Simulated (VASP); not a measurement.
Rh, 1 atom in the cell. The structure is cubic, space group Fm-3m (No. 225). The conventional cell has a = 3.796 Å, b = 3.796 Å, c = 3.796 Å, α = 90.00°, β = 90.00°, γ = 90.00°. Within 3.5 Å of Rh (site symmetry m-3m) lie 12 Rh at 2.68 Å. 

| Item | Value |
| --- | --- |
| Program | VASP 6.6.1 |
| Task | relaxation of cell and atoms |
| Functional | PBEsol |
| Potentials or basis | VASP PAW PBE potentials, release 64 (Rh_pv) |
| Cutoff | 600 eV |
| k mesh | 8 × 8 × 8 |
| Occupations | fermi-dirac, width 0.02 eV |
| Spin | no spin polarisation |
| Dipole correction | no |
| Further INCAR settings | ALGO = Normal; EDIFF = 1e-06; IBRION = 2; EDIFFG = -0.02; NSW = 60; ISIF = 3 |

Potentials or basis: VASP PAW PBE potentials, release 64 (Rh_pv).

Launch:

```bash
$ cat potpaw_PBE.64/Rh_pv/POTCAR > POTCAR
$ mpirun -np 1 vasp_std > vasp.out
```

Hardware: 1 thread of Intel Xeon 8259CL (shared host).

Problem. How long does it take, and how much memory?

Solution. It took 10 s on 1 thread of Intel Xeon 8259CL, on a shared host, peak memory 0.14 GiB. Counts: scf iterations 25, k points 29, ion steps 3.
